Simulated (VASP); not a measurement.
The system is C3N.

```
C N
1.0
     0.00000    2.92516    2.92516
     2.92516    0.00000    2.92516
     2.92516    2.92516    0.00000
C N
3 1
Direct
  0.25000 0.25000 0.25000
  0.75000 0.75000 0.75000
  0.50000 0.50000 0.50000
  0.00000 0.00000 0.00000
```

* Program: VASP 6.6.1
* Task: relaxation of cell and atoms
* Functional: PBE
* Potentials or basis: VASP PAW PBE potentials, release 64 (C, N)
* Cutoff: 600 eV
* k mesh: 6 × 6 × 6
* Occupations: gaussian, width 0.1 eV
* Spin: no spin polarisation

At the start: pressure -31.6 GPa; volume 12.51 Å³/atom.

Question: Where does the relaxation end?

Answer: Over 5 steps the energy falls by 927.6 meV/atom and the volume is 6.89 Å³/atom (-44.9 %); space group Fm-3m (No. 225, to 0.05 Å).

The path:
```csv
step,energy change (eV),largest force (eV/Å),pressure (GPa),volume (Å³)
1,0.0000,0.0000,-31.55,50.06
2,-3.0679,0.0000,-24.79,34.24
3,-3.6704,0.0000,-8.52,28.97
4,-3.7037,0.0000,3.96,26.97
5,-3.7104,0.0000,-0.26,27.56
```

Final structure:
```xyz
4
Lattice="0.0000 2.3975 2.3975 2.3975 0.0000 2.3975 2.3975 2.3975 0.0000" Properties=species:S:1:pos:R:3 pbc="T T T"
C     1.1987    1.1987    1.1987
C     3.5962    3.5962    3.5962
C     2.3975    2.3975    2.3975
N     0.0000    0.0000    0.0000
```

Caveat: the volume moved by over 15 % at a fixed basis, so the end points are rough.
